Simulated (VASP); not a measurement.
Input of a VASP 6.6.1 run:

INCAR

```
SYSTEM = Mg4H7F
ALGO = Normal
EDIFF = 1E-7
ENCUT = 520
GGA = PS
ISIF = 2
ISMEAR = 0
LASPH = .True.
LCHARG = .False.
LREAL = .False.
LWAVE = .False.
NBANDS = 23
NELM = 80
PREC = Accurate
SIGMA = 0.02
```

KPOINTS

```
k-points
0
Gamma
  6 6 6
  0 0 0
```

POSCAR

```
Mg4H7F
1.0
    0.0235380634      4.5074922796     -3.0198090512
   -0.0235380634     -4.5074922796     -3.0198090512
   -4.5074922796     -0.0235380634      3.0198090512
Mg F H
4 1 7
Direct
    0.5000000000      0.5052126733      0.0052126733
    0.0000000000     -0.0018541202     -0.0018541202
    0.2478193824      0.7450230453      0.4972036629
    0.7521806176      0.2493842805      0.4972036629
    0.5000000000      0.1972936341      0.6972936341
    0.0000000000      0.6944117224      0.6944117224
    0.5541301583      0.7507480323      0.8056102394
    0.0548622071      0.2514800811      0.8056102394
    0.5000000000      0.8035292317      0.3035292317
    0.0000000000      0.3025433061      0.3025433061
    0.9451377929      0.7507480323      0.1966178740
    0.4458698417      0.2514800811      0.1966178740
```

Potentials or basis: VASP PAW PBE potentials, release 64 (Mg, F, H).

Command:

```sh
$ cat potpaw_PBE.64/Mg/POTCAR potpaw_PBE.64/F/POTCAR potpaw_PBE.64/H/POTCAR > POTCAR
$ mpirun -np 1 vasp_std > vasp.out
```

Question: What does it give for the largest force?

Answer: 0.019 eV/Å.

Question: What does it give for the band gap on the k mesh?

Answer: 3.83 eV (least direct gap 4.02 eV).

Question: Predict the pressure.

Answer: -0.3 GPa.

Forces on the atoms (eV/Å):
```
Mg   0.013  0.013  0.000
Mg   0.000  0.000  0.000
Mg  -0.005 -0.005 -0.010
Mg  -0.005 -0.005  0.010
F    0.000  0.000  0.000
H    0.000  0.000  0.000
H   -0.001  0.000  0.000
H   -0.001  0.000  0.000
H    0.000  0.000  0.000
H    0.000  0.000  0.000
H    0.000 -0.001  0.000
H    0.000 -0.001  0.000
```

Caveat: the PAW data sets were made with another functional, which shifts forces and pressure a little. A k mesh can miss the band edges.
